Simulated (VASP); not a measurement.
ZnS: relaxation of cell and atoms with revPBE+D3(BJ)

Crystal: ZnS.

```
Zn S
1.0
     0.00000    2.70200    2.70200
     2.70200    0.00000    2.70200
     2.70200    2.70200    0.00000
Zn S
1 1
Direct
  0.25000 0.25000 0.25000
  0.00000 0.00000 0.00000
```

```
Program                : VASP 6.6.1
Task                   : relaxation of cell and atoms
Functional             : revPBE
Dispersion             : D3(BJ)
Potentials or basis    : VASP PAW PBE potentials, release 64 (Zn, S)
Cutoff                 : 600 eV
k mesh                 : 6 × 6 × 6, shifted
Occupations            : gaussian, width 0.01 eV
Spin                   : no spin polarisation
Dipole correction      : no
Further INCAR settings : ALGO = Normal; EDIFF = 1e-06; ISYM = 0; IBRION = 2; EDIFFG = -0.01; NSW = 80; ISIF = 3
```

| Quantity | Value |
| --- | --- |
| Relaxed volume | 19.19 Å³/atom |
| Relaxed cell | a = 3.787 Å, b = 3.787 Å, c = 3.787 Å, α = 60.00°, β = 60.00°, γ = 60.00° |
| Space group after relaxing (to 0.1 Å) | F-43m (No. 216) |
| Energy gained by relaxing | 3.5 meV/atom |
| Ionic steps | 3 |
| Pressure after relaxing | -0.1 GPa |
| Band gap on the k mesh | 2.88 eV |
| Dispersion energy per atom | -0.623 eV |

The path:
```tsv
step	energy change (eV)	largest force (eV/Å)	pressure (GPa)	volume (Å³)
1	0.0000	0.0000	-2.03	39.45
2	-0.0062	0.0000	0.77	38.05
3	-0.0069	0.0000	-0.08	38.39
```

Final structure:
```xyz
2
Lattice="0.0000 2.6775 2.6775 2.6775 0.0000 2.6775 2.6775 2.6775 0.0000" Properties=species:S:1:pos:R:3 pbc="T T T"
Zn    1.3387    1.3387    1.3387
S     2.6775    5.3549    2.6775
```

Levels at points of the mesh, in eV from the valence-band top:
```tsv
k point	band 7	band 8	band 9	band 10	band 11	band 12
(0.08, 0.08, 0.08)	-0.51	0.00	0.00	2.88	6.43	6.61
```

It took 4.1 min on 1 thread of AMD EPYC 9R45 96-Core Processor (Zen 5) (shared host), peak memory 0.4 GiB.

Caveat: the PAW data sets were made with another functional, which shifts forces and pressure a little; a shifted mesh leaves out Γ, where band edges can lie. A k mesh can miss the band edges.
